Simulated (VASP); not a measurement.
Input of a VASP 6.6.1 run:

Contents of INCAR:

```
PREC = Accurate
ENCUT = 520
EDIFF = 1E-7
ISMEAR = 0
SIGMA = 0.01
LREAL = Auto
LASPH = T
NELM = 80
ALGO = Normal
ISIF = 2
LWAVE = F
LCHARG = F
GGA = PE
NBANDS = 166
```

KPOINTS

```
regular mesh
0
Gamma
  2 2 2
```

The input POSCAR:

```
ZnS
1.0
   -7.6946288823      0.0000000000      0.0000000000
   -3.8473144411      6.6637440847      0.0000000000
   -3.8473144411      2.2212480282    -12.5932146182
Zn S
16 16
Direct
    0.0833633734      0.5833633734      0.2499098797
    0.0833633734      0.0833633734      0.2499098797
    0.5833633734      0.5833633734      0.2499098797
    0.5833633734      0.0833633734      0.2499098797
    0.4999002282      0.9999002282      0.0002993154
    0.4999002282      0.4999002282      0.0002993154
    0.9999002282      0.9999002282      0.0002993154
    0.9999002282      0.4999002282      0.0002993154
    0.9165618809      0.4165618809      0.7503143574
    0.9165618809      0.9165618809      0.7503143574
    0.4165618809      0.4165618809      0.7503143574
    0.4165618809      0.9165618809      0.7503143574
    0.6666935613      0.1666935613      0.4999193162
    0.6666935613      0.6666935613      0.4999193162
    0.1666935613      0.1666935613      0.4999193162
    0.1666935613      0.6666935613      0.4999193162
    0.8540665217      0.3540665217      0.9378004350
    0.8540665217      0.8540665217      0.9378004350
    0.3540665217      0.3540665217      0.9378004350
    0.3540665217      0.8540665217      0.9378004350
    0.6041828200      0.1041828200      0.6874515400
    0.6041828200      0.6041828200      0.6874515400
    0.1041828200      0.1041828200      0.6874515400
    0.1041828200      0.6041828200      0.6874515400
    0.0209575886      0.5209575886      0.4371272342
    0.0209575886      0.0209575886      0.4371272342
    0.5209575886      0.5209575886      0.4371272342
    0.5209575886      0.0209575886      0.4371272342
    0.4375070260      0.9375070260      0.1874789221
    0.4375070260      0.4375070260      0.1874789221
    0.9375070260      0.9375070260      0.1874789221
    0.9375070260      0.4375070260      0.1874789221
```

Potentials or basis: VASP PAW PBE potentials, release 64 (Zn, S).

The run is started by

```console
$ cat potpaw_PBE.64/Zn/POTCAR potpaw_PBE.64/S/POTCAR > POTCAR
$ mpirun -np 1 vasp_std > vasp.out
```

Problem. Predict the largest force.

Solution. 0.014 eV/Å.

Problem. What does it give for the pressure?

Solution. 0.2 GPa.

Problem. Estimate the band gap on the k mesh.

Solution. 2.04 eV.

Forces in eV/Å, atoms in the order of the input:
```
Zn   0.000  0.000 -0.012
Zn   0.000  0.000 -0.012
Zn   0.000  0.000 -0.012
Zn   0.000  0.000 -0.012
Zn   0.000  0.000 -0.013
Zn   0.000  0.000 -0.013
Zn   0.000  0.000 -0.013
Zn   0.000  0.000 -0.013
Zn   0.000  0.000 -0.013
Zn   0.000  0.000 -0.013
Zn   0.000  0.000 -0.013
Zn   0.000  0.000 -0.013
Zn   0.000  0.000 -0.013
Zn   0.000  0.000 -0.013
Zn   0.000  0.000 -0.013
Zn   0.000  0.000 -0.013
S    0.000  0.000  0.014
S    0.000  0.000  0.014
S    0.000  0.000  0.014
S    0.000  0.000  0.014
S    0.000  0.000  0.013
S    0.000  0.000  0.013
S    0.000  0.000  0.013
S    0.000  0.000  0.013
S    0.000  0.000  0.011
S    0.000  0.000  0.011
S    0.000  0.000  0.011
S    0.000  0.000  0.011
S    0.000  0.000  0.011
S    0.000  0.000  0.011
S    0.000  0.000  0.011
S    0.000  0.000  0.011
```

Caveat: the k points lie up to 0.48 Å⁻¹ apart.
